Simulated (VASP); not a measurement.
# Mg3Se (Pm-3m) in VASP: notebook, part 2 of 2

VASP 6.6.1. Earlier steps stand in the parts before.

## (3) Single point, PBE

The input, INCAR:

```
SYSTEM = Mg3Se
ALGO = Normal
EDIFF = 1E-6
ENCUT = 520
GGA = PE
ISIF = 2
ISMEAR = 0
LASPH = .True.
LCHARG = .True.
LELF = .True.
LREAL = .False.
LVHAR = .True.
LWAVE = .False.
NBANDS = 14
NELM = 100
PREC = Accurate
SIGMA = 0.1
```

The input, KPOINTS:

```
k-points
0
Gamma
  10 10 10
  0 0 0
```

The input, POSCAR:

```
Mg3Se
1.0
    4.4614539640      0.0000000000      0.0000000000
    0.0000000000      4.4614539640      0.0000000000
    0.0000000000      0.0000000000      4.4614539640
Mg Se
3 1
Direct
    0.0000000000      0.5000000000      0.5000000000
    0.5000000000      0.0000000000      0.5000000000
    0.5000000000      0.5000000000      0.0000000000
    0.0000000000      0.0000000000      0.0000000000
```

Potentials or basis: VASP PAW PBE potentials, release 64 (Mg, Se).

On the command line:

```console
cat potpaw_PBE.64/Mg/POTCAR potpaw_PBE.64/Se/POTCAR > POTCAR
mpirun -np 1 vasp_std > vasp.out
```

OUTCAR:

```text
SYSTEM = Mg3Se
   EDIFF = 1E-6
   ENCUT = 520
   GGA = PE
   ISIF = 2
   ISMEAR = 0
   LASPH = .True.
   LREAL = .False.
   NELM = 100
   PREC = Accurate

 ion  position               nearest neighbor table
   1  0.000  0.500  0.500-   2 3.15   3 3.15   4 3.15   3 3.15   4 3.15   2 3.15   4 3.15   4 3.15
                             2 3.15   3 3.15   3 3.15   2 3.15
   2  0.500  0.000  0.500-   1 3.15   3 3.15   4 3.15   3 3.15   4 3.15   1 3.15   3 3.15   3 3.15
                             1 3.15   4 3.15   4 3.15   1 3.15
   3  0.500  0.500  0.000-   1 3.15   2 3.15   4 3.15   1 3.15   2 3.15   2 3.15   4 3.15   2 3.15
                             1 3.15   4 3.15   1 3.15   4 3.15
   4  0.000  0.000  0.000-   1 3.15   2 3.15   3 3.15   1 3.15   2 3.15   1 3.15   3 3.15   1 3.15
                             2 3.15   3 3.15   2 3.15   3 3.15

  LATTYP: Found a simple cubic cell.
 ALAT       =     4.4614539640

  Lattice vectors:

 A1 = (   4.4614539640,   0.0000000000,   0.0000000000)
 A2 = (   0.0000000000,   4.4614539640,   0.0000000000)
 A3 = (   0.0000000000,   0.0000000000,   4.4614539640)

Analysis of symmetry for initial positions (statically):
=====================================================================
 Subroutine PRICEL returns:
 Original cell was already a primitive cell.

 Routine SETGRP: Setting up the symmetry group for a
 simple cubic supercell.

 Subroutine GETGRP returns: Found 48 space group operations
 (whereof 48 operations were pure point group operations)
 out of a pool of 48 trial point group operations.

The static configuration has the point symmetry O_h .

Analysis of symmetry for dynamics (positions and initial velocities):
=====================================================================
 Subroutine PRICEL returns:
 Original cell was already a primitive cell.

 Routine SETGRP: Setting up the symmetry group for a
 simple cubic supercell.

 Subroutine GETGRP returns: Found 48 space group operations
 (whereof 48 operations were pure point group operations)
 out of a pool of 48 trial point group operations.

The dynamic configuration has the point symmetry O_h .

 Subroutine INISYM returns: Found 48 space group operations
 (whereof 48 operations are pure point group operations),
 and found     1 'primitive' translations

----------------------------------------------------------------------------------------

                                     Primitive cell

  volume of cell :      88.8033

  direct lattice vectors                    reciprocal lattice vectors
     4.461453964  0.000000000  0.000000000     0.224142176  0.000000000  0.000000000
     0.000000000  4.461453964  0.000000000     0.000000000  0.224142176  0.000000000
     0.000000000  0.000000000  4.461453964     0.000000000  0.000000000  0.224142176

  length of vectors
     4.461453964  4.461453964  4.461453964     0.224142176  0.224142176  0.224142176

  position of ions in fractional coordinates (direct lattice)
     0.000000000  0.500000000  0.500000000
     0.500000000  0.000000000  0.500000000
     0.500000000  0.500000000  0.000000000
     0.000000000  0.000000000  0.000000000

  ion indices of the primitive-cell ions
   primitive index   ion index
                 1           1
                 2           2
                 3           3
                 4           4

[... 55 lines left out ...]
   total plane-waves  NPLWV =  46656
   dimension x,y,z NGX =    36 NGY =   36 NGZ =   36
   dimension x,y,z NGXF=    72 NGYF=   72 NGZF=   72
   ions per type =               3   1
   NGX,Y,Z   is equivalent  to a cutoff of  13.41, 13.41, 13.41 a.u.
   NGXF,Y,Z  is equivalent  to a cutoff of  26.83, 26.83, 26.83 a.u.
 SYSTEM =  Mg3Se
   PREC   = accura    normal or accurate (medium, high low for compatibility)
   ISTART =      0    job   : 0-new  1-cont  2-samecut
   ICHARG =      2    charge: 1-file 2-atom 10-const
   ISPIN  =      1    spin polarized calculation?
   LNONCOLLINEAR =      F non collinear calculations
   LSORBIT =      F    spin-orbit coupling
   LASPH  =      T    aspherical Exc in radial PAW
   ENCUT  =  520.0 eV  38.22 Ry    6.18 a.u.   8.30  8.30  8.30*2*pi/ulx,y,z
   NELM   =    100;   NELMIN=  2; NELMDL= -5     # of ELM steps
   EDIFF  = 0.1E-05   stopping-criterion for ELM
   LREAL  =      F    real-space projection
   EDIFFG = 0.1E-04   stopping-criterion for IOM
   NSW    =      0    number of steps for IOM
   IBRION =     -1    ionic relax: 0-MD 1-quasi-New 2-CG
   NFREE  =      0    steps in history (QN), initial steepest desc. (CG)
   ISIF   =      2    stress and relaxation
   ISYM   =      2    0-nonsym 1-usesym 2-fastsym
   POTIM  = 0.5000    time-step for ionic-motion
   TEBEG  =    0.0;   TEEND  =   0.0 temperature during run
   PSTRESS=    0.0 pullay stress
   NELECT =      12.0000    total number of electrons
   NUPDOWN=      -1.0000    fix difference up-down
   EMIN   =  10.00;   EMAX   =-10.00  energy-range for DOS
   EFERMI =   0.00;   METHOD = LEGACY
   ISMEAR =     0;   SIGMA  =   0.10  broadening in eV -4-tet -1-fermi 0-gaus
   EFERMI_NEDOS =   21; number of points for ismear=-14 and -15
   IALGO  =     38    algorithm
   IMIX   =      4    mixing-type and parameters
     AMIX     =   0.40;   BMIX     =  1.00
     AMIX_MAG =   1.60;   BMIX_MAG =  1.00
  volume/ion in A,a.u.               =      22.20       149.82
  Fermi-wavevector in a.u.,A,eV,Ry     =   0.840089  1.587539  9.602314  0.705750
  Thomas-Fermi vector in A             =   1.954414
   LORBIT       =      0    0 simple, 1 ext, 2 COOP (PROOUT), +10 PAW based schemes
   GGA     = PE    functional components
   LHFCALC =     F    Hartree Fock is set to
   AEXX    =    0.0000 exact exchange contribution
   IVDW    =     0    specifies the selected vdW correction
   LEPSILON=     F    determine dielectric tensor
   LRPA    =     F    only Hartree local field effects (RPA)
 non-spin polarized calculation
 Gauss-broadening in eV      SIGMA  =   0.10
  energy-cutoff  :      520.00
  volume of cell :       88.80
 maximum number of plane-waves:      2440
 NGX is ok and might be reduce to    36
   NGX = 17   NGY = 17   NGZ = 17

 number of electron      12.0000000 magnetization

 Free energy of the ion-electron system (eV)
  ---------------------------------------------------
  ext. energy  EPLUGINS =         0.00000000
  ---------------------------------------------------
  free energy    TOTEN  =        -8.91396888 eV

  energy without entropy =       -8.90732576  energy(sigma->0) =       -8.91064732

 E-fermi :   3.7637     XC(G=0):  -8.9379

 val. band max:        3.7485254497   @ k =   0.3000   0.2000   0.2000
 cond. band min:       3.7907550931   @ k =   0.5000   0.5000   0.2000
 fundamental gap:      0.0422296434
 Fermi energy:         3.7637326470

 k-point     1 :       0.0000    0.0000    0.0000
  band No.  band energies     occupation
      1     -10.0375      2.00000
      2      -1.0976      2.00000
      3       0.0994      2.00000
      4       0.0994      2.00000
      5       0.0994      2.00000
      6       4.2444      0.00000
      7       4.2444      0.00000
      8       6.6336      0.00000
      9       6.6336      0.00000
     10       6.6336      0.00000
     11       8.3195      0.00000
     12       9.3910      0.00000
     13       9.3910      0.00000
     14       9.3910      0.00000
[... 377 lines left out ...]
      1      -9.8812      2.00000
      2      -2.2006      2.00000
      3      -0.2986      2.00000
      4       0.1037      2.00000
      5       1.6700      2.00000
      6       3.5226      1.99935
      7       4.7054      0.00000
      8       5.5800      0.00000
      9       5.6944      0.00000
     10       7.5635      0.00000
     11       7.6397      0.00000
     12       8.5205      0.00000
     13       9.5331      0.00000
     14      10.2348      0.00000

 [... further k-points ...]
[... 5 lines left out ...]
  --------------------------------------------------------------------------------------
  -------------------------------------------------------------------------------------
  Total       -0.0634038     -0.0634038     -0.0634038      0.0000000     -0.0000000      0.0000000
  in kB       -1.1439224     -1.1439224     -1.1439224      0.0000000     -0.0000000      0.0000000
  external PRESSURE =      -1.1439224 kB  Pullay stress =       0.0000000 kB

 VOLUME and BASIS-vectors are now :
 -----------------------------------------------------------------------------
  energy-cutoff  :      520.00
  volume of cell :       88.80
      direct lattice vectors                 reciprocal lattice vectors
     4.461453964  0.000000000  0.000000000     0.224142176  0.000000000  0.000000000
     0.000000000  4.461453964  0.000000000     0.000000000  0.224142176  0.000000000
     0.000000000  0.000000000  4.461453964     0.000000000  0.000000000  0.224142176

 POSITION                                       TOTAL-FORCE (eV/Angst)
 -----------------------------------------------------------------------------------
      0.00000      2.23073      2.23073         0.000000      0.000000      0.000000
      2.23073      0.00000      2.23073         0.000000      0.000000      0.000000
      2.23073      2.23073      0.00000         0.000000      0.000000      0.000000
      0.00000      0.00000      0.00000         0.000000      0.000000      0.000000
 -----------------------------------------------------------------------------------
    total drift:                                0.000000     -0.000000     -0.000000

  FREE ENERGIE OF THE ION-ELECTRON SYSTEM (eV)
  ---------------------------------------------------
  free  energy   TOTEN  =        -8.9139688807 eV

  energy  without entropy=       -8.9073257626  energy(sigma->0) =       -8.91064732
```

Wall time 48 s (1 thread of Intel Xeon 8259CL, shared host); peak memory 0.24 GiB.

What came out:

| Quantity | Value |
| --- | --- |
| Free energy | -8.9140 eV |
| Pressure | -0.1 GPa |
| Band gap on the k mesh | zero (bands 6 and 7 overlap by 2.52 eV) |

## (4) Relaxation of cell and atoms, PBE

This run uses another cell than the first one, of 22.35 Å³/atom.

The input, INCAR:

```
PREC = Accurate ; ENCUT = 600
EDIFF = 1E-6 ; ISMEAR = 0
SIGMA = 0.1 ; LREAL = F
LASPH = T ; NELM = 100
ALGO = Normal ; ISIF = 3
LWAVE = F ; LCHARG = F
GGA = PE ; IBRION = 2
NSW = 100 ; EDIFFG = -0.01
```

The input, KPOINTS:

```
regular mesh
0
Gamma
  10 10 10
```

The input, POSCAR:

```
Mg3Se
1.0
    4.4712208650      0.0000000000      0.0000000000
    0.0000000000      4.4712208650      0.0000000000
    0.0000000000      0.0000000000      4.4712208650
Mg Se
3 1
Direct
    0.0000000000      0.5000000000      0.5000000000
    0.5000000000      0.0000000000      0.5000000000
    0.5000000000      0.5000000000      0.0000000000
    0.0000000000      0.0000000000      0.0000000000
```

On the command line:

```console
cat potpaw_PBE.64/Mg/POTCAR potpaw_PBE.64/Se/POTCAR > POTCAR
mpirun -np 1 vasp_std > vasp.out
```

Wall time 59 s (1 thread of Intel Xeon 8259CL, shared host); peak memory 0.26 GiB.

The run converged. Its results:

* Free energy: -8.9142 eV
* Relaxed volume: 22.17 Å³/atom
* Relaxed cell: a = 4.460 Å, b = 4.460 Å, c = 4.460 Å, α = 90.00°, β = 90.00°, γ = 90.00°
* Space group after relaxing (to 0.1 Å): Pm-3m (No. 221)
* Energy gained by relaxing: 0.2 meV/atom
* Ionic steps: 2
* Pressure after relaxing: -0.1 GPa
* Band gap on the k mesh: zero (bands 6 and 7 overlap by 2.52 eV)

Step by step:
```csv
step,energy change (eV),largest force (eV/Å),pressure (GPa),volume (Å³)
1,0.0000,0.0000,-0.38,89.39
2,-0.0010,0.0000,-0.07,88.70
```

Final structure:
```cif
data_structure
_symmetry_space_group_name_H-M 'P 1'
_symmetry_Int_Tables_number 1
_cell_length_a 4.4597
_cell_length_b 4.4597
_cell_length_c 4.4597
_cell_angle_alpha 90.000
_cell_angle_beta 90.000
_cell_angle_gamma 90.000
_cell_volume 88.70
loop_
_atom_site_label
_atom_site_type_symbol
_atom_site_fract_x
_atom_site_fract_y
_atom_site_fract_z
_atom_site_occupancy
Mg1 Mg 0.00000 0.50000 0.50000 1
Mg2 Mg 0.50000 0.00000 0.50000 1
Mg3 Mg 0.50000 0.50000 0.00000 1
Se1 Se 0.00000 0.00000 0.00000 1
```

Levels at points of the mesh, in eV from the Fermi level:
| k point | band 3 | band 4 | band 5 | band 6 | band 7 | band 8 | band 9 | band 10 |
| --- | --- | --- | --- | --- | --- | --- | --- | --- |
| (0.00, 0.00, 0.00) | -3.67 | -3.67 | -3.67 | 0.48 | 0.48 | 2.87 | 2.87 | 2.87 |
| (0.50, 0.00, 0.00) | -3.27 | -3.27 | -2.22 | -0.97 | 1.12 | 1.12 | 1.62 | 3.40 |
| (0.50, 0.50, 0.00) | -5.48 | -3.65 | -2.98 | 0.39 | 1.62 | 1.62 | 2.76 | 2.76 |
| (0.50, 0.50, 0.50) | -4.77 | -4.77 | -2.04 | -1.61 | -1.61 | -1.61 | 4.90 | 4.90 |
